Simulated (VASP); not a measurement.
# AgRh (P-6m2) in VASP: a series of runs

Aim: see how the results for AgRh move with the level of theory and the settings. Levels: PBE, LDA. Tasks: single point.

Program: VASP 6.6.1. These are calculated values, not measurements. Logs are shortened: lines on timing, memory, paths and dates and some standing lists are left out, and cuts for length are marked.

### Step 1. The cell of the first run

It takes space group P-6m2 (No. 187, hexagonal). The conventional cell has a = 2.814 Å, b = 2.814 Å, c = 4.872 Å, α = 90.00°, β = 90.00°, γ = 120.00°. Ag (site symmetry -6m2) has 6 Ag at 2.81 Å and 6 Rh at 2.93 Å within 3.7 Å. Within 3.7 Å of Rh (site symmetry -6m2) lie 6 Rh at 2.81 Å and 6 Ag at 2.93 Å.

### Step 2. Single point, PBE

File INCAR:

```
ALGO = Normal
EDIFF = 1E-6
ENCUT = 520
GGA = PE
ISIF = 2
ISMEAR = -1
LASPH = T
LCHARG = F
LREAL = F
LWAVE = F
NBANDS = 20
NELM = 80
PREC = Accurate
SIGMA = 0.05
```

File KPOINTS:

```
k-points
0
Gamma
  11 11 6
```

File POSCAR:

```
AgRh
1.0
    2.8141396046      0.0000000000      0.0000000000
   -1.4070698023      2.4371163874      0.0000000000
    0.0000000000      0.0000000000      4.8718803355
Ag Rh
1 1
Direct
    0.0000000000      0.0000000000      0.5000000000
    0.6666666667      0.3333333333      0.0000000000
```

Potentials or basis: VASP PAW PBE potentials, release 64 (Ag, Rh_pv).

Launch:

```console
$ cat potpaw_PBE.64/Ag/POTCAR potpaw_PBE.64/Rh_pv/POTCAR > POTCAR
$ mpirun -np 1 vasp_std > vasp.out
```

OUTCAR:

```text
EDIFF = 1E-6
   ENCUT = 520
   GGA = PE
   ISIF = 2
   ISMEAR = -1
   LASPH = T
   LREAL = F
   NELM = 80
   PREC = Accurate

 ion  position               nearest neighbor table
   1  0.000  0.000  0.500-   2 2.93   2 2.93   2 2.93   2 2.93   2 2.93   2 2.93
   2  0.667  0.333  0.000-   1 2.93   1 2.93   1 2.93   1 2.93   1 2.93   1 2.93

  LATTYP: Found a hexagonal cell.
 ALAT       =     2.8141396046
 C/A-ratio  =     1.7312148720

  Lattice vectors:

 A1 = (   2.8141396046,   0.0000000000,   0.0000000000)
 A2 = (  -1.4070698023,   2.4371163874,   0.0000000000)
 A3 = (   0.0000000000,   0.0000000000,   4.8718803355)

Analysis of symmetry for initial positions (statically):
=====================================================================
 Subroutine PRICEL returns:
 Original cell was already a primitive cell.

 Routine SETGRP: Setting up the symmetry group for a
 hexagonal supercell.

 Subroutine GETGRP returns: Found 12 space group operations
 (whereof 12 operations were pure point group operations)
 out of a pool of 24 trial point group operations.

The static configuration has the point symmetry D_3h.

Analysis of symmetry for dynamics (positions and initial velocities):
=====================================================================
 Subroutine PRICEL returns:
 Original cell was already a primitive cell.

 Routine SETGRP: Setting up the symmetry group for a
 hexagonal supercell.

 Subroutine GETGRP returns: Found 12 space group operations
 (whereof 12 operations were pure point group operations)
 out of a pool of 24 trial point group operations.

The dynamic configuration has the point symmetry D_3h.

 Subroutine INISYM returns: Found 12 space group operations
 (whereof 12 operations are pure point group operations),
 and found     1 'primitive' translations

----------------------------------------------------------------------------------------

                                     Primitive cell

  volume of cell :      33.4132

  direct lattice vectors                    reciprocal lattice vectors
     2.814139605  0.000000000  0.000000000     0.355348398  0.205160493  0.000000000
    -1.407069802  2.437116387  0.000000000     0.000000000  0.410320986  0.000000000
     0.000000000  0.000000000  4.871880336     0.000000000  0.000000000  0.205259557

  length of vectors
[... 76 lines left out ...]
   ISPIN  =      1    spin polarized calculation?
   LNONCOLLINEAR =      F non collinear calculations
   LSORBIT =      F    spin-orbit coupling
   LASPH  =      T    aspherical Exc in radial PAW
   ENCUT  =  520.0 eV  38.22 Ry    6.18 a.u.   5.23  5.23  9.06*2*pi/ulx,y,z
   NELM   =     80;   NELMIN=  2; NELMDL= -5     # of ELM steps
   EDIFF  = 0.1E-05   stopping-criterion for ELM
   LREAL  =      F    real-space projection
   EDIFFG = 0.1E-04   stopping-criterion for IOM
   NSW    =      0    number of steps for IOM
   IBRION =     -1    ionic relax: 0-MD 1-quasi-New 2-CG
   NFREE  =      0    steps in history (QN), initial steepest desc. (CG)
   ISIF   =      2    stress and relaxation
   ISYM   =      2    0-nonsym 1-usesym 2-fastsym
   POTIM  = 0.5000    time-step for ionic-motion
   TEBEG  =    0.0;   TEEND  =   0.0 temperature during run
   PSTRESS=    0.0 pullay stress
   NELECT =      26.0000    total number of electrons
   NUPDOWN=      -1.0000    fix difference up-down
   EMIN   =  10.00;   EMAX   =-10.00  energy-range for DOS
   EFERMI =   0.00;   METHOD = LEGACY
   ISMEAR =    -1;   SIGMA  =   0.05  broadening in eV -4-tet -1-fermi 0-gaus
   EFERMI_NEDOS =   21; number of points for ismear=-14 and -15
   IALGO  =     38    algorithm
   IMIX   =      4    mixing-type and parameters
     AMIX     =   0.40;   BMIX     =  1.00
     AMIX_MAG =   1.60;   BMIX_MAG =  1.00
  volume/ion in A,a.u.               =      16.71       112.74
  Fermi-wavevector in a.u.,A,eV,Ry     =   1.505774  2.845500 30.849239  2.267355
  Thomas-Fermi vector in A             =   2.616579
   LORBIT       =      0    0 simple, 1 ext, 2 COOP (PROOUT), +10 PAW based schemes
   GGA     = PE    functional components
   LHFCALC =     F    Hartree Fock is set to
   AEXX    =    0.0000 exact exchange contribution
   IVDW    =     0    specifies the selected vdW correction
   LEPSILON=     F    determine dielectric tensor
   LRPA    =     F    only Hartree local field effects (RPA)
 non-spin polarized calculation
  energy-cutoff  :      520.00
  volume of cell :       33.41
 maximum number of plane-waves:       916
 NGX is ok and might be reduce to    24
   NGX = 11   NGY = 11   NGZ = 19

 number of electron      26.0000001 magnetization

 Free energy of the ion-electron system (eV)
  ---------------------------------------------------
  ext. energy  EPLUGINS =         0.00000000
  ---------------------------------------------------
  free energy    TOTEN  =        -9.41252303 eV

  energy without entropy =       -9.38535387  energy(sigma->0) =       -9.39893845

 E-fermi :   8.2355     XC(G=0): -12.5522

 val. band max:        8.2167148062   @ k =   0.0909   0.0909   0.3333
 cond. band min:       8.2396701927   @ k =   0.2727   0.0000   0.0000
 fundamental gap:      0.0229553865
 Fermi energy:         8.2354628260

 k-point     1 :       0.0000    0.0000    0.0000
  band No.  band energies     occupation
      1     -37.3609      2.00000
      2     -37.3609      2.00000
      3     -37.3258      2.00000
      4       1.3772      2.00000
      5       2.7735      2.00000
      6       4.1345      2.00000
[... 541 lines left out ...]
     19      24.6883      0.00000
     20      25.8745      0.00000

 [... further k-points ...]

------------------------ aborting loop because EDIFF is reached ----------------------------------------

  FORCE on cell =-STRESS in cart. coord.  units (eV):
  Direction    XX          YY          ZZ          XY          YZ          ZX
  --------------------------------------------------------------------------------------
  -------------------------------------------------------------------------------------
  Total       -1.5758006     -1.5758006     -1.5422843      0.0000000      0.0000000      0.0000000
  in kB      -75.5602409    -75.5602409    -73.9531216      0.0000000      0.0000000      0.0000000
  external PRESSURE =     -75.0245345 kB  Pullay stress =       0.0000000 kB

 VOLUME and BASIS-vectors are now :
 -----------------------------------------------------------------------------
  energy-cutoff  :      520.00
  volume of cell :       33.41
      direct lattice vectors                 reciprocal lattice vectors
     2.814139605  0.000000000  0.000000000     0.355348398  0.205160493  0.000000000
    -1.407069802  2.437116387  0.000000000     0.000000000  0.410320986  0.000000000
     0.000000000  0.000000000  4.871880336     0.000000000  0.000000000  0.205259557

 POSITION                                       TOTAL-FORCE (eV/Angst)
 -----------------------------------------------------------------------------------
      0.00000      0.00000      2.43594         0.000000      0.000000      0.000000
      1.40707      0.81237      0.00000        -0.000000      0.000000      0.000000
 -----------------------------------------------------------------------------------
    total drift:                               -0.000000      0.000000      0.000000

  FREE ENERGIE OF THE ION-ELECTRON SYSTEM (eV)
  ---------------------------------------------------
  free  energy   TOTEN  =        -9.4125230332 eV

  energy  without entropy=       -9.3853538661  energy(sigma->0) =       -9.39893845
```

OSZICAR:

```text
N       E                     dE             d eps       ncg     rms          rms(c)
DAV:   1     0.215579384793E+03    0.21558E+03   -0.15676E+04  2560   0.138E+03
DAV:   2    -0.586756967796E+01   -0.22145E+03   -0.21504E+03  2664   0.371E+02
DAV:   3    -0.101065851555E+02   -0.42390E+01   -0.42193E+01  2892   0.577E+01
DAV:   4    -0.101305461160E+02   -0.23961E-01   -0.23958E-01  2844   0.431E+00
DAV:   5    -0.101308933750E+02   -0.34726E-03   -0.34726E-03  2896   0.547E-01    0.829E+00
DAV:   6    -0.946651674097E+01    0.66438E+00   -0.24864E+00  2724   0.186E+01    0.562E+00
DAV:   7    -0.944002577378E+01    0.26491E-01   -0.55941E-01  2684   0.714E+00    0.250E+00
DAV:   8    -0.941829828186E+01    0.21727E-01   -0.18961E-01  2680   0.433E+00    0.176E+00
DAV:   9    -0.941258564217E+01    0.57126E-02   -0.19055E-02  2900   0.129E+00    0.109E-01
DAV:  10    -0.941253107899E+01    0.54563E-04   -0.72603E-04  2740   0.177E-01    0.491E-02
DAV:  11    -0.941252395875E+01    0.71202E-05   -0.98507E-05  2900   0.912E-02    0.762E-03
DAV:  12    -0.941252303322E+01    0.92553E-06   -0.19451E-06  2180   0.159E-02
   1 F= -.94125230E+01 E0= -.93989384E+01  d E =-.271692E-01
```

It took 20 s on 1 thread of Intel Xeon Platinum 8488C (Sapphire Rapids), shared host; peak memory 0.18 GiB.

What came out:

```yaml
Free_energy: -9.4125 eV
Pressure: -7.5 GPa
Band_gap_on_the_k_mesh: zero (band 13 reaches 9.22 eV, above the bottom of band 14 at 8.00 eV)
```

Levels at points of the mesh, in eV from the Fermi level:
```tsv
k point	band 10	band 11	band 12	band 13	band 14	band 15	band 16	band 17
(0.00, 0.00, 0.00)	-3.00	-1.66	-1.66	0.13	0.13	0.30	5.09	16.59
(0.00, 0.00, 0.50)	-3.07	-2.28	-1.50	-1.50	0.10	0.10	11.28	12.19
```

### Step 3. Single point, LDA

This run uses another cell than the first one, of 16.06 Å³/atom, 0.962 times its volume.

File INCAR:

```
PREC = Accurate
ENCUT = 520
EDIFF = 1E-7
ISMEAR = -1
SIGMA = 0.05
LREAL = F
LASPH = T
NELM = 100
ALGO = Normal
ISIF = 2
LWAVE = F
LCHARG = T
LELF = T
LVHAR = T
NBANDS = 20
```

File KPOINTS:

```
regular mesh
0
Gamma
  11 11 6
```

File POSCAR:

```
AgRh
1.0
    2.7775881998      0.0000000000      0.0000000000
   -1.3887940999      2.4054619423      0.0000000000
    0.0000000000      0.0000000000      4.8086020000
Ag Rh
1 1
Direct
    0.0000000000      0.0000000000      0.5000000000
    0.6666666667      0.3333333333      0.0000000000
```

Potentials or basis: VASP PAW LDA potentials, release 64 (Ag, Rh_pv).

Launch:

```console
$ cat potpaw_LDA.64/Ag/POTCAR potpaw_LDA.64/Rh_pv/POTCAR > POTCAR
$ mpirun -np 1 vasp_std > vasp.out
```

OUTCAR:

```text
PREC = Accurate
   ENCUT = 520
   EDIFF = 1E-7
   ISMEAR = -1
   LREAL = F
   LASPH = T
   NELM = 100
   ISIF = 2

 ion  position               nearest neighbor table
   1  0.000  0.000  0.500-   2 2.89   2 2.89   2 2.89   2 2.89   2 2.89   2 2.89
   2  0.667  0.333  0.000-   1 2.89   1 2.89   1 2.89   1 2.89   1 2.89   1 2.89

  LATTYP: Found a hexagonal cell.
 ALAT       =     2.7775881998
 C/A-ratio  =     1.7312148721

  Lattice vectors:

 A1 = (   2.7775881998,   0.0000000000,   0.0000000000)
 A2 = (  -1.3887940999,   2.4054619423,   0.0000000000)
 A3 = (   0.0000000000,   0.0000000000,   4.8086020000)

Analysis of symmetry for initial positions (statically):
=====================================================================
 Subroutine PRICEL returns:
 Original cell was already a primitive cell.

 Routine SETGRP: Setting up the symmetry group for a
 hexagonal supercell.

 Subroutine GETGRP returns: Found 12 space group operations
 (whereof 12 operations were pure point group operations)
 out of a pool of 24 trial point group operations.

The static configuration has the point symmetry D_3h.

Analysis of symmetry for dynamics (positions and initial velocities):
=====================================================================
 Subroutine PRICEL returns:
 Original cell was already a primitive cell.

 Routine SETGRP: Setting up the symmetry group for a
 hexagonal supercell.

 Subroutine GETGRP returns: Found 12 space group operations
 (whereof 12 operations were pure point group operations)
 out of a pool of 24 trial point group operations.

The dynamic configuration has the point symmetry D_3h.

 Subroutine INISYM returns: Found 12 space group operations
 (whereof 12 operations are pure point group operations),
 and found     1 'primitive' translations

[... 108 lines left out ...]
   EFERMI =   0.00;   METHOD = LEGACY
   ISMEAR =    -1;   SIGMA  =   0.05  broadening in eV -4-tet -1-fermi 0-gaus
   EFERMI_NEDOS =   21; number of points for ismear=-14 and -15
   IALGO  =     38    algorithm
   IMIX   =      4    mixing-type and parameters
     AMIX     =   0.40;   BMIX     =  1.00
     AMIX_MAG =   1.60;   BMIX_MAG =  1.00
  volume/ion in A,a.u.               =      16.06       108.41
  Fermi-wavevector in a.u.,A,eV,Ry     =   1.525589  2.882945 31.666497  2.327422
  Thomas-Fermi vector in A             =   2.633739
   LORBIT       =      0    0 simple, 1 ext, 2 COOP (PROOUT), +10 PAW based schemes
   GGA     = CA    functional components
   LHFCALC =     F    Hartree Fock is set to
   AEXX    =    0.0000 exact exchange contribution
   IVDW    =     0    specifies the selected vdW correction
   LEPSILON=     F    determine dielectric tensor
   LRPA    =     F    only Hartree local field effects (RPA)
 non-spin polarized calculation
  energy-cutoff  :      520.00
  volume of cell :       32.13
 maximum number of plane-waves:       874
 NGX is ok and might be reduce to    24
   NGX = 11   NGY = 11   NGZ = 17

 number of electron      25.9999997 magnetization

 Free energy of the ion-electron system (eV)
  ---------------------------------------------------
  ext. energy  EPLUGINS =         0.00000000
  ---------------------------------------------------
  free energy    TOTEN  =       -11.78021868 eV

  energy without entropy =      -11.75476796  energy(sigma->0) =      -11.76749332

 E-fermi :   8.5700     XC(G=0): -13.1460

 val. band max:        8.5466375690   @ k =   0.0909   0.0909   0.3333
 cond. band min:       8.5844009432   @ k =   0.2727   0.0000   0.0000
 fundamental gap:      0.0377633742
 Fermi energy:         8.5699864613

 k-point     1 :       0.0000    0.0000    0.0000
  band No.  band energies     occupation
      1     -36.8725      2.00000
      2     -36.8725      2.00000
      3     -36.8681      2.00000
      4       1.3546      2.00000
      5       2.8423      2.00000
      6       4.3439      2.00000
[... 541 lines left out ...]
     19      25.2982      0.00000
     20      26.4502      0.00000

 [... further k-points ...]

------------------------ aborting loop because EDIFF is reached ----------------------------------------

  FORCE on cell =-STRESS in cart. coord.  units (eV):
  Direction    XX          YY          ZZ          XY          YZ          ZX
  --------------------------------------------------------------------------------------
  -------------------------------------------------------------------------------------
  Total       -3.0898611     -3.0898611     -3.0035052     -0.0000000      0.0000000      0.0000000
  in kB     -154.0864173   -154.0864173   -149.7799867     -0.0000000      0.0000000      0.0000000
  external PRESSURE =    -152.6509405 kB  Pullay stress =       0.0000000 kB

 VOLUME and BASIS-vectors are now :
 -----------------------------------------------------------------------------
  energy-cutoff  :      520.00
  volume of cell :       32.13
      direct lattice vectors                 reciprocal lattice vectors
     2.777588200  0.000000000  0.000000000     0.360024571  0.207860283  0.000000000
    -1.388794100  2.405461942  0.000000000     0.000000000  0.415720566  0.000000000
     0.000000000  0.000000000  4.808602000     0.000000000  0.000000000  0.207960651

 POSITION                                       TOTAL-FORCE (eV/Angst)
 -----------------------------------------------------------------------------------
      0.00000      0.00000      2.40430        -0.000000      0.000000      0.000000
      1.38879      0.80182      0.00000         0.000000     -0.000000      0.000000
 -----------------------------------------------------------------------------------
    total drift:                               -0.000000      0.000000      0.000000

  FREE ENERGIE OF THE ION-ELECTRON SYSTEM (eV)
  ---------------------------------------------------
  free  energy   TOTEN  =       -11.7802186829 eV

  energy  without entropy=      -11.7547679551  energy(sigma->0) =      -11.76749332
```

Run time: 12 s. Hardware: 1 thread of Intel Xeon 6975P-C (Granite Rapids), shared host; peak memory 0.16 GiB.

Results:

```
Free energy            : -11.7802 eV
Pressure               : -15.3 GPa
Band gap on the k mesh : zero (band 13 reaches 9.63 eV, above the bottom of band 14 at 8.31 eV)
```

(Continued in part 2 of 2.)
